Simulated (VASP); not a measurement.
Set up this calculation in VASP 6.6.1, as the native input.

```yaml
Task: single point
Functional: r2SCAN
Potentials_or_basis: VASP PAW PBE potentials, release 64 (K_sv, F)
Cutoff: 520 eV
k_mesh: 4 × 4 × 4
Occupations: gaussian, width 0.01 eV
Spin: no spin polarisation
Dipole_correction: no
Further_INCAR_settings: ALGO = Normal; EDIFF = 1e-07; NBANDS = 15
```

KF:

```
K F
1.0
     0.00000    2.65896    2.65896
     2.65896    0.00000    2.65896
     2.65896    2.65896    0.00000
K F
1 1
Direct
  0.00000 0.00000 0.00000
  0.50000 0.50000 0.50000
```

One way to write it, as run:

POSCAR

```
KF
1.0
    0.0000000000      2.6589605554      2.6589605554
    2.6589605554      0.0000000000      2.6589605554
    2.6589605554      2.6589605554      0.0000000000
K F
1 1
Direct
    0.0000000000      0.0000000000      0.0000000000
    0.5000000000      0.5000000000      0.5000000000
```

INCAR.step1

```
ALGO = Normal
EDIFF = 1E-4
ENCUT = 520
GGA = PE
ISMEAR = 0
LASPH = True
LCHARG = False
LREAL = False
LWAVE = True
NBANDS = 15
NELM = 60
PREC = Accurate
SIGMA = 0.01
```

INCAR.step2

```
ALGO = Normal
EDIFF = 1E-7
ENCUT = 520
ISIF = 2
ISMEAR = 0
ISTART = 1
LASPH = True
LCHARG = False
LMIXTAU = True
LREAL = False
LWAVE = False
METAGGA = R2SCAN
NBANDS = 15
NELM = 60
PREC = Accurate
SIGMA = 0.01
```

KPOINTS

```
k-points
0
Gamma
  4 4 4
```

Potentials or basis: VASP PAW PBE potentials, release 64 (K_sv, F).

Command:

```console
$ cat potpaw_PBE.64/K_sv/POTCAR potpaw_PBE.64/F/POTCAR > POTCAR
$ cp INCAR.step1 INCAR
$ mpirun -np 1 vasp_std > vasp.out
$ cp INCAR.step2 INCAR
$ mpirun -np 1 vasp_std > vasp.out
```

It gave:

The pressure is 0.0 GPa and the band gap on the k mesh is 6.91 eV.

Caveat: the k points lie up to 0.51 Å⁻¹ apart; the PAW data sets were made with another functional, which shifts forces and pressure a little.

It took 28 s on 1 thread of AMD EPYC 7R13 Processor (Zen 3), with other jobs on the host, peak memory 0.13 GiB.
